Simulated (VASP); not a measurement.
Input of a VASP 6.6.1 run:

The input INCAR:

```
  ALGO = Normal
  DIPOL = 0.5 0.5 0.500
  EDIFF = 1E-6
  ENCUT = 520
  GGA = PS
  IDIPOL = 3
  ISIF = 2
  ISMEAR = 0
  LASPH = True
  LCHARG = True
  LDIPOL = True
  LELF = True
  LREAL = False
  LVACPOTAV = True
  LVHAR = True
  LWAVE = False
  NBANDS = 43
  NELM = 100
  PREC = Accurate
  SIGMA = 0.1
```

Contents of KPOINTS:

```
k-points
0
Gamma
  12 12 1
```

The input POSCAR:

```
W
1.0
    2.8545944811      0.0000000000      0.0000000000
   -1.4272972405      2.4721513381      0.0000000000
    0.0000000000      0.0000000000     24.3230665350
W
5
Direct
    0.6666666667      0.3333333333      0.3083492778
    0.3333333333      0.6666666667      0.4041746389
    0.0000000000      0.0000000000      0.5000000000
    0.6666666667      0.3333333333      0.5958253611
    0.3333333333      0.6666666667      0.6916507222
```

Potentials or basis: VASP PAW PBE potentials, release 64 (W_sv).

Launch:

```bash
$ cat potpaw_PBE.64/W_sv/POTCAR > POTCAR
$ mpirun -np 1 vasp_std > vasp.out
```

(1) What does it give for the largest force?

(2) What does it give for the band gap on the k mesh?

Results:

(1) 0.186 eV/Å.

(2) zero (bands 35 and 36 overlap by 1.34 eV).

Caveat: the PAW data sets were made with another functional, which shifts forces and pressure a little; spin-orbit coupling is left out, which moves the levels of the heavy elements.
